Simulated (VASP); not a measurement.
A run of VASP 6.6.1:

Contents of INCAR:

```
SYSTEM = Re
PREC = Accurate ; ENCUT = 520
EDIFF = 1E-7 ; ISMEAR = 0
SIGMA = 0.15 ; LREAL = .False.
LASPH = .True. ; NELM = 80
ALGO = Fast ; ISIF = 2
LWAVE = .False. ; LCHARG = .False.
GGA = PE ; NBANDS = 10
```

The input KPOINTS:

```
Automatic mesh
0
Gamma
  10 10 10
  0 0 0
```

File POSCAR:

```
Re
1.0
    0.0000000000      1.9577236186      2.0653984176
    2.0115610181      0.0000000000      2.0653984176
    2.0115610181      1.9577236186      0.0000000000
Re
1
Direct
    0.0000000000      0.0000000000      0.0000000000
```

Potentials or basis: VASP PAW PBE potentials, release 64 (Re).

Run with:

```console
$ cat potpaw_PBE.64/Re/POTCAR > POTCAR
$ mpirun -np 1 vasp_std > vasp.out
```

Hardware: 1 thread of Intel(R) Xeon(R) Platinum 8488C (Sapphire Rapids) (shared host).

Q: How long does it take, and how much memory?

A: Run time: 19 s on 1 thread of Intel(R) Xeon(R) Platinum 8488C (Sapphire Rapids), on a shared host, peak memory 0.16 GiB. Counts: scf iterations 14, k points 171.
